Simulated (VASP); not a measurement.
# Ti7Mo: single point with PBEsol

Ti7Mo:

```
CELL_PARAMETERS angstrom
6.53021 0.00000 0.00000
0.00000 6.53021 0.00000
0.00000 0.00000 6.53021
ATOMIC_POSITIONS crystal
Mo 0.00000 0.00000 0.00000
Mo 0.25000 0.25000 0.25000
Ti 0.50000 0.00000 0.00000
Ti 0.00000 0.50000 0.00000
Ti 0.00000 0.00000 0.50000
Ti 0.50000 0.50000 0.00000
Ti 0.50000 0.00000 0.50000
Ti 0.75000 0.25000 0.25000
Ti 0.00000 0.50000 0.50000
Ti 0.25000 0.75000 0.25000
Ti 0.25000 0.25000 0.75000
Ti 0.50000 0.50000 0.50000
Ti 0.75000 0.75000 0.25000
Ti 0.75000 0.25000 0.75000
Ti 0.25000 0.75000 0.75000
Ti 0.75000 0.75000 0.75000
```

```yaml
Program: VASP 6.6.1
Task: single point
Functional: PBEsol
Potentials_or_basis: VASP PAW PBE potentials, release 64 (Mo_sv, Ti_sv)
Cutoff: 500 eV
k_mesh: 4 × 4 × 4
Occupations: gaussian, width 0.1 eV
Spin: no spin polarisation
Dipole_correction: no
Further_INCAR_settings: ALGO = Normal; EDIFF = 1e-06; NBANDS = 112
```

The pressure is -8.9 GPa and the largest force is 0.654 eV/Å.

Forces on the atoms (eV/Å):
```
Mo   0.301  0.301  0.301
Mo  -0.301 -0.301 -0.301
Ti  -0.315  0.336  0.336
Ti   0.336 -0.315  0.336
Ti   0.336  0.336 -0.315
Ti  -0.383 -0.383  0.368
Ti  -0.383  0.368 -0.383
Ti   0.315 -0.336 -0.336
Ti   0.368 -0.383 -0.383
Ti  -0.336  0.315 -0.336
Ti  -0.336 -0.336  0.315
Ti  -0.341 -0.341 -0.341
Ti   0.383  0.383 -0.368
Ti   0.383 -0.368  0.383
Ti  -0.368  0.383  0.383
Ti   0.341  0.341  0.341
```

Stress tensor (GPa, compression positive):
```
-8.90  0.19  0.19
 0.19 -8.90  0.19
 0.19  0.19 -8.90
```

Levels at points of the mesh, in eV from the Fermi level:
```tsv
k point	band 93	band 94	band 95	band 96	band 97	band 98	band 99	band 100	band 101	band 102
(0.00, 0.00, 0.00)	-0.27	-0.22	-0.22	0.00	0.00	0.70	0.70	0.74	1.03	1.06
(0.50, 0.00, 0.00)	-0.06	-0.04	-0.03	0.00	0.02	0.04	0.10	0.10	0.16	0.16
(0.50, 0.50, 0.00)	-0.56	-0.55	-0.15	-0.13	-0.13	-0.07	-0.02	-0.01	0.02	0.07
(0.50, 0.50, 0.50)	-0.66	-0.44	-0.30	-0.30	-0.28	-0.28	-0.22	-0.19	-0.19	-0.19
```

Wall time 13 min on 1 thread of Oxide Virtual Turin-like Processor, on a shared host, peak memory 0.46 GiB.

Caveat: the highest band is partly filled, so the run has too few bands; the cell stands under tension; the PAW data sets were made with another functional, which shifts forces and pressure a little.
